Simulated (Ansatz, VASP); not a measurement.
BN in VASP and in Ansatz

File POSCAR:

```
BN
1.0
    2.4982400000      0.0000000000      0.0000000000
   -1.2491200000      2.1635393048      0.0000000000
    0.0000000000      0.0000000000      6.6357000000
N B
2 2
Direct
    0.6666666667      0.3333333333      0.2500000000
    0.3333333333      0.6666666667      0.7500000000
    0.6666666667      0.3333333333      0.7500000000
    0.3333333333      0.6666666667      0.2500000000
```

File INCAR.step1:

```
PREC = Accurate
ENCUT = 520
EDIFF = 1E-5
ISMEAR = -1
SIGMA = 0.05
LREAL = False
LASPH = True
NELM = 100
ALGO = Normal
ISIF = 2
LWAVE = True
LCHARG = False
GGA = PE
NBANDS = 16
```

File INCAR.step2:

```
PREC = Accurate
ENCUT = 520
EDIFF = 1E-7
ISMEAR = -1
SIGMA = 0.05
LREAL = False
LASPH = True
NELM = 100
ALGO = Normal
ISIF = 2
LWAVE = False
LCHARG = False
GGA = PE
LHFCALC = True
AEXX = 0.05
HFSCREEN = 0.2
PRECFOCK = Normal
ISTART = 1
NBANDS = 16
```

The input KPOINTS:

```
regular mesh
0
Gamma
  6 6 2
```

Contents of input.yaml:

```yaml
crystal:
  lattice:
    - [2.49824, 0.0, 0.0]
    - [-1.24912, 2.1635393048, 0.0]
    - [0.0, 0.0, 6.6357]
  atoms:
    - { symbol: "N", position: [0.6666666667, 0.3333333333, 0.25] }
    - { symbol: "N", position: [0.3333333333, 0.6666666667, 0.75] }
    - { symbol: B, position: [0.6666666667, 0.3333333333, 0.75] }
    - { symbol: B, position: [0.3333333333, 0.6666666667, 0.25] }
hamiltonian:
  xc: { exchange: pbe, correlation: pbe, exx: { coeff: 0.05, omega: 0.2 } }
  pseudopotentials: { kind: paw }
kpoints:
  mp_grid: { grid: [6, 6, 2] }
scf:
  occupations: { method: fermi_dirac, width: 0.05 }
output:
  forces: true
  stress: true
  eigenvalues: true
  write_density: true
  write_potential: true
  elf: true
  volumetric_format: npy
```

Alike in both runs: task single point; functional PBE-based screened hybrid; k mesh 6 × 6 × 2; occupations fermi-dirac, width 0.05 eV; no spin polarisation.

```csv
,VASP,Ansatz
version,VASP 6.6.1,Ansatz 0.2.0
potentials or method,"VASP PAW PBE potentials, release 64 (N, B)",Ansatz PAW
plane-wave cutoff (eV),520,420
valence electrons in the cell,16,16
```

VASP gave:

```
gap on the k mesh at the Fermi level (eV)                     : 4.54
least direct gap on the mesh (eV)                             : 4.94
pressure (GPa)                                                : 4.1
traceless stress, the component that is largest in VASP (GPa) : -1.35
```

Which values does Ansatz return?

gap on the k mesh at the Fermi level (eV): 4.55; least direct gap on the mesh (eV): 4.94; pressure (GPa): 4.0; traceless stress, the component that is largest in VASP (GPa): -1.08.

VASP's potentials were made for PBE, not for PBE-based screened hybrid. The functional is the same, so the differences come from potentials, cutoffs and numerics.

The k mesh is coarse, so the values compare programs but aren't converged.
